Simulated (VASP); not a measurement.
Set up this calculation in VASP 6.6.1, as the native input.

```yaml
Task: single point
Functional: PBE
Dispersion: D3(BJ)
Potentials_or_basis: VASP PAW PBE potentials, release 64 (Be)
Cutoff: 520 eV
k_mesh: 9 × 9 × 6
Occupations: gaussian, width 0.1 eV
Spin: no spin polarisation
Dipole_correction: no
Further_INCAR_settings: ALGO = Fast; EDIFF = 1e-06; NBANDS = 9
```

The structure of Be lies in POSCAR:

```
Be
1.0
    2.2853000000      0.0000000000      0.0000000000
   -1.1426500000      1.9791278553      0.0000000000
    0.0000000000      0.0000000000      3.5842000000
Be
2
Direct
    0.3333333333      0.6666666667      0.2500000000
    0.6666666667      0.3333333333      0.7500000000
```

These files were run (other wordings do the same):

INCAR

```
PREC = Accurate
ENCUT = 520
EDIFF = 1E-6
ISMEAR = 0
SIGMA = 0.1
LREAL = False
LASPH = True
NELM = 60
ALGO = Fast
ISIF = 2
LWAVE = False
LCHARG = False
GGA = PE
IVDW = 12
NBANDS = 9
```

KPOINTS

```
Automatic mesh
0
Gamma
  9 9 6
```

Potentials or basis: VASP PAW PBE potentials, release 64 (Be).

Command:

```console
$ cat potpaw_PBE.64/Be/POTCAR > POTCAR
$ mpirun -np 1 vasp_std > vasp.out
```

Results of the run:

```
Pressure                   : -9.9 GPa
Band gap on the k mesh     : zero (band 2 reaches 7.88 eV, above the bottom of band 3 at 5.73 eV)
Dispersion energy per atom : -0.346 eV
```

Caveat: pairwise dispersion overbinds metals, which lowers pressure and volume.

Wall time 11 s on 1 thread of Intel Xeon 8259CL (shared host), peak memory 0.13 GiB.
